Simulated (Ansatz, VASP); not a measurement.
ScTe2: VASP beside Ansatz

INCAR

```
SYSTEM = ScTe2
PREC     = Accurate       ! precision mode
ENCUT    = 520            ! plane-wave cutoff, eV
EDIFF    = 1E-6           ! SCF threshold, eV
ISMEAR   = 0              ! smearing method
SIGMA    = 0.05           ! smearing width, eV
LREAL    = .False.        ! projectors in reciprocal space
LASPH    = .True.         ! aspherical terms in the spheres
NELM     = 80             ! most SCF steps
ALGO     = Normal         ! electronic algorithm
ISIF     = 2              ! what is computed and relaxed
LWAVE    = .False.        ! write WAVECAR
LCHARG   = .False.        ! write CHGCAR
GGA      = PE             ! functional
NBANDS   = 18             ! bands
```

File KPOINTS:

```
Automatic mesh
0
Gamma
  8 8 8
  0 0 0
```

File POSCAR:

```
ScTe2
1.0
    0.0000000000      3.6777786724      3.6777786724
    3.6777786724      0.0000000000      3.6777786724
    3.6777786724      3.6777786724      0.0000000000
Sc Te
1 2
Direct
    0.0000000000      0.0000000000      0.0000000000
    0.2500000000      0.2500000000      0.2500000000
    0.7500000000      0.7500000000      0.7500000000
```

Input for Ansatz:

```yaml
crystal:
  lattice:
    - [0.0, 3.6777786724, 3.6777786724]
    - [3.6777786724, 0.0, 3.6777786724]
    - [3.6777786724, 3.6777786724, 0.0]
  atoms:
    - { symbol: Sc, position: [0.0, 0.0, 0.0] }
    - { symbol: Te, position: [0.25, 0.25, 0.25] }
    - { symbol: Te, position: [0.75, 0.75, 0.75] }
basis:
  ecutwfc: 420
  ecutrho_ratio: 4
kpoints:
  mp_grid: { grid: [8, 8, 8] }
hamiltonian:
  xc: pbe
scf:
  occupations: { method: gaussian, width: 0.05 }
output:
  forces: true
  stress: true
  eigenvalues: true
```

Alike in both runs: task single point; functional PBE; k mesh 8 × 8 × 8; occupations gaussian, width 0.05 eV; no spin polarisation.

|  | VASP | Ansatz |
| --- | --- | --- |
| version | VASP 6.6.1 | Ansatz 0.2.0 |
| potentials or method | VASP PAW PBE potentials, release 64 (Sc_sv, Te), cutoff 520 eV | scalar-relativistic, plane waves, PAW |
| valence electrons in the cell | 23 | 43 |

```tsv
	VASP	Ansatz	Ansatz less VASP
gap on the k mesh at the Fermi level (eV)	none	none	-
pressure (GPa)	-4.1	-4.1	-0.03
```

A gap of «none» marks a metal or a gap that the smearing closes. The functional is the same, so the differences come from potentials, cutoffs and numerics. VASP's potentials hold 23 valence electrons a cell and Ansatz's 43, so a difference there can come from the potentials and not from the codes.

Spin-orbit coupling is off throughout.
